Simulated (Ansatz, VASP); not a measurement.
Two plane-wave programs on Si4C

Contents of INCAR:

```
SYSTEM = Si4C
PREC     = Accurate       ! precision mode
ENCUT    = 600            ! plane-wave cutoff, eV
EDIFF    = 1E-6           ! SCF threshold, eV
ISMEAR   = 0              ! smearing method
SIGMA    = 0.1            ! smearing width, eV
LREAL    = .FALSE.        ! projectors in reciprocal space
LASPH    = .TRUE.         ! aspherical terms in the spheres
NELM     = 100            ! most SCF steps
ALGO     = Normal         ! electronic algorithm
ISIF     = 3              ! what is computed and relaxed
LWAVE    = .FALSE.        ! write WAVECAR
LCHARG   = .FALSE.        ! write CHGCAR
GGA      = PE             ! functional
IBRION   = 2              ! ionic algorithm
NSW      = 90             ! ionic steps
EDIFFG   = -0.04          ! ionic threshold
```

KPOINTS

```
regular mesh
0
G
  4 4 4
  0 0 0
```

The input POSCAR:

```
Si4C
1.0
    4.0335312700      0.0000000000      0.0000000000
    0.0000000000      4.0335312700      0.0000000000
    0.0000000000      0.0000000000      4.0335312700
Si C
4 1
Direct
    0.0000000000      0.5000000000      0.5000000000
    0.5000000000      0.5000000000      0.0000000000
    0.5000000000      0.0000000000      0.5000000000
    0.0000000000      0.0000000000      0.0000000000
    0.5000000000      0.5000000000      0.5000000000
```

Input for Ansatz:

```yaml
crystal:
  lattice:
    - [4.03353127, 0.0, 0.0]
    - [0.0, 4.03353127, 0.0]
    - [0.0, 0.0, 4.03353127]
  atoms:
    - { symbol: Si, position: [0.0, 0.5, 0.5] }
    - { symbol: Si, position: [0.5, 0.5, 0.0] }
    - { symbol: Si, position: [0.5, 0.0, 0.5] }
    - { symbol: Si, position: [0.0, 0.0, 0.0] }
    - { symbol: C, position: [0.5, 0.5, 0.5] }
basis:
  ecutwfc: 420
kpoints:
  mp_grid: { grid: [4, 4, 4] }
hamiltonian:
  xc: pbe
scf:
  occupations: { method: gaussian, width: 0.1 }
  lower_state_search: "off"
output:
  forces: true
  stress: true
  eigenvalues: true
relax:
  adjacent_minimum: "off"
  f_tol: 0.04
  max_steps: 70
  cell: { stress_tol: 0.4 }
```

Change from the starting cell: species swapped into the Fe4N type (Pm-3m, No. 221).

Alike in both runs: task relaxation of cell and atoms; functional PBE; k mesh 4 × 4 × 4; occupations gaussian, width 0.1 eV; no spin polarisation.

|  | VASP | Ansatz |
| --- | --- | --- |
| version | VASP 6.6.1 | Ansatz 0.2.0 |
| potentials or method | VASP PAW PBE potentials, release 64 (Si, C), cutoff 600 eV | scalar-relativistic, plane waves, PAW |
| valence electrons in the cell | 20 | 20 |

|  | VASP | Ansatz | Ansatz less VASP |
| --- | --- | --- | --- |
| gap on the k mesh at the Fermi level, each at its own relaxed structure (eV) | none | none | - |
| relaxed volume (Å³/atom) | 13.60 | 13.58 | -0.016 |
| relaxed length of the cell vector where the two differ most in proportion (Å) | 4.081 | 4.080 | -0.0016 |

A gap of «none» marks a metal or a gap that the smearing closes.

The k mesh is coarse, so the values compare programs but aren't converged.
